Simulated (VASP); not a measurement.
Input of a VASP 6.6.1 run:

INCAR

```
  PREC = Accurate
  ENCUT = 500
  EDIFF = 1E-7
  ISMEAR = -1
  SIGMA = 0.02
  LREAL = False
  LASPH = True
  NELM = 120
  ALGO = Normal
  ISIF = 3
  LWAVE = False
  LCHARG = False
  IBRION = 2
  NSW = 80
  EDIFFG = -0.005
  GGA_COMPAT = False
  NELMIN = 4
```

KPOINTS

```
Automatic mesh
0
Gamma
  6 6 6
```

File POSCAR:

```
SrTe
1.0
    0.0000000000      3.3595006537      3.3595006537
    3.3595006537      0.0000000000      3.3595006537
    3.3595006537      3.3595006537      0.0000000000
Sr Te
1 1
Direct
    0.0000000000      0.0000000000      0.0000000000
    0.5000000000      0.5000000000      0.5000000000
```

Potentials or basis: VASP PAW LDA potentials, release 64 (Sr_sv, Te).

The run is started by

```sh
$ cat potpaw_LDA.64/Sr_sv/POTCAR potpaw_LDA.64/Te/POTCAR > POTCAR
$ mpirun -np 1 vasp_std > vasp.out
```

(1) Estimate the space group after relaxing (to 0.05 Å).

(2) Predict the relaxed cell.

(3) What does it give for the relaxed volume?

(4) Predict the band gap on the k mesh.

Results:

(1) Fm-3m (No. 225).

(2) a = 4.622 Å, b = 4.622 Å, c = 4.622 Å, α = 60.00°, β = 60.00°, γ = 60.00°.

(3) 34.90 Å³/atom.

(4) 1.41 eV, indirect (least direct gap 2.20 eV).

Caveat: spin-orbit coupling is left out, which moves the levels of the heavy elements.
